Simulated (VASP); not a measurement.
Hf3Si2F:

```
Hf Si F
1.0
     5.75815    0.00000    0.00000
    -2.87908    4.98671    0.00000
     0.00000    0.00000    3.29862
Hf Si F
3 2 1
Cartesian
  2.8791 0.0000 1.6493
  1.4395 2.4934 1.6493
  -1.4395 2.4934 1.6493
  0.0000 3.3245 0.0000
  2.8791 1.6622 0.0000
  0.0000 0.0000 0.0000
```

| Quantity | Value |
| --- | --- |
| Program | VASP 6.6.1 |
| Task | relaxation of cell and atoms |
| Functional | PBE |
| Potentials or basis | VASP PAW PBE potentials, release 64 (Hf_pv, Si, F) |
| Cutoff | 600 eV |
| k mesh | 3 × 3 × 6 |
| Occupations | gaussian, width 0.1 eV |
| Spin | no spin polarisation |

At the start: pressure 64.2 GPa; volume 15.79 Å³/atom.

**Question.** Where does the relaxation end?

**Answer.** Over 7 steps the energy falls by 1061.0 meV/atom and the volume is 22.80 Å³/atom (+44.4 %); space group P6/mmm (No. 191, to 0.05 Å).

The path:
```csv
step,energy change (eV),largest force (eV/Å),pressure (GPa),volume (Å³)
1,0.0000,0.0000,64.17,94.72
2,-0.3551,0.0000,-17.80,210.12
3,-6.2927,0.0000,-2.37,139.55
4,-6.3241,0.0000,-0.59,136.69
5,-6.3273,0.0000,0.25,135.43
6,-6.3565,0.0000,0.17,136.14
7,-6.3659,0.0000,0.15,136.77
```

Final structure:
```
Hf Si F
1.0
     6.51513    0.00000    0.00000
    -3.25757    5.64227    0.00000
     0.00000    0.00000    3.72071
Hf Si F
3 2 1
Direct
  0.50000 0.00000 0.50000
  0.50000 0.50000 0.50000
  0.00000 0.50000 0.50000
  0.33333 0.66667 0.00000
  0.66667 0.33333 0.00000
  0.00000 0.00000 0.00000
```

Caveat: the k points lie up to 0.37 Å⁻¹ apart in the final cell; the volume moved by over 15 % at a fixed basis, so the end points are rough; an odd number of electrons without spin polarisation forces a metal; a magnetic or distorted state may lie lower.
